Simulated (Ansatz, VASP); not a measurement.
**Two plane-wave programs on SiC**

```
Si C
1.0
     2.99423    0.00000    0.00000
    -1.49711    2.59308    0.00000
     0.00000    0.00000    2.92042
Si C
1 1
Direct
  0.00000 0.00000 0.00000
  0.66667 0.33333 0.50000
```

Change from the starting cell: species swapped into the WC type (P-6m2, No. 187).

Alike in both runs: task single point; functional PBE; k mesh 6 × 6 × 6; occupations gaussian, width 0.1 eV; no spin polarisation.

|  | VASP | Ansatz |
| --- | --- | --- |
| version | VASP 6.6.1 | Ansatz 0.2.0 |
| potentials or method | VASP PAW PBE potentials, release 64 (Si, C), cutoff 520 eV | scalar-relativistic, plane waves, PAW |
| valence electrons in the cell | 8 | 8 |

|  | VASP | Ansatz | Ansatz less VASP |
| --- | --- | --- | --- |
| gap on the k mesh at the Fermi level (eV) | none | none | - |
| pressure (GPa) | -27.1 | -27.2 | -0.10 |
| traceless stress, the component that is largest in VASP (GPa) | -20.10 | -20.11 | -0.005 |

A gap of «none» marks a metal or a gap that the smearing closes. With one functional, cell and mesh, what is left measures potentials, basis and numerics.

The k mesh is coarse, so the values compare programs but aren't converged.
